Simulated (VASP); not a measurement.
Set up this calculation in VASP 6.6.1, as the native input.

```yaml
Task: single point
Functional: r2SCAN
Potentials_or_basis: VASP PAW PBE potentials, release 64 (Sn_d, Se)
Cutoff: 520 eV
k_mesh: 12 × 12 × 12
Occupations: gaussian, width 0.1 eV
Spin: no spin polarisation
Dipole_correction: no
Further_INCAR_settings: ALGO = Normal; EDIFF = 1e-07; NBANDS = 17
```

SnSe:

```
Sn Se
1.0
     3.58777    0.00000    0.00000
     0.00000    3.58777    0.00000
     0.00000    0.00000    3.58777
Sn Se
1 1
Direct
  0.50000 0.50000 0.50000
  0.00000 0.00000 0.00000
```

This cell differs from its parent crystal: volume scaled by 0.94.

One way to write it, as run:

POSCAR

```
SnSe
1.0
    3.5877723013      0.0000000000      0.0000000000
    0.0000000000      3.5877723013      0.0000000000
    0.0000000000      0.0000000000      3.5877723013
Sn Se
1 1
Direct
    0.5000000000      0.5000000000      0.5000000000
    0.0000000000      0.0000000000      0.0000000000
```

INCAR.step1

```
PREC = Accurate
ENCUT = 520
ISMEAR = 0
SIGMA = 0.1
LREAL = False
LASPH = True
NELM = 100
NBANDS = 17
GGA = PE
ALGO = Normal
EDIFF = 1E-4
LWAVE = True
LCHARG = False
```

INCAR.step2

```
PREC = Accurate
ENCUT = 520
EDIFF = 1E-7
ISMEAR = 0
SIGMA = 0.1
LREAL = False
LASPH = True
NELM = 100
ALGO = Normal
ISIF = 2
LWAVE = False
LCHARG = False
METAGGA = R2SCAN
LMIXTAU = True
NBANDS = 17
ISTART = 1
```

KPOINTS

```
regular mesh
0
Gamma
  12 12 12
```

Potentials or basis: VASP PAW PBE potentials, release 64 (Sn_d, Se).

Command:

```sh
$ cat potpaw_PBE.64/Sn_d/POTCAR potpaw_PBE.64/Se/POTCAR > POTCAR
$ cp INCAR.step1 INCAR
$ mpirun -np 1 vasp_std > vasp.out
$ cp INCAR.step2 INCAR
$ mpirun -np 1 vasp_std > vasp.out
```

It gave:

The pressure is 3.9 GPa and the band gap on the k mesh is zero (band 10 reaches 7.45 eV, above the bottom of band 11 at 5.77 eV).

Caveat: the PAW data sets were made with another functional, which shifts forces and pressure a little; spin-orbit coupling is left out, which moves the levels of the heavy elements.

Wall time 3.7 min on 1 thread of AMD EPYC 7R43 64-Core Processor (Zen 3), with other jobs on the host, peak memory 0.17 GiB.
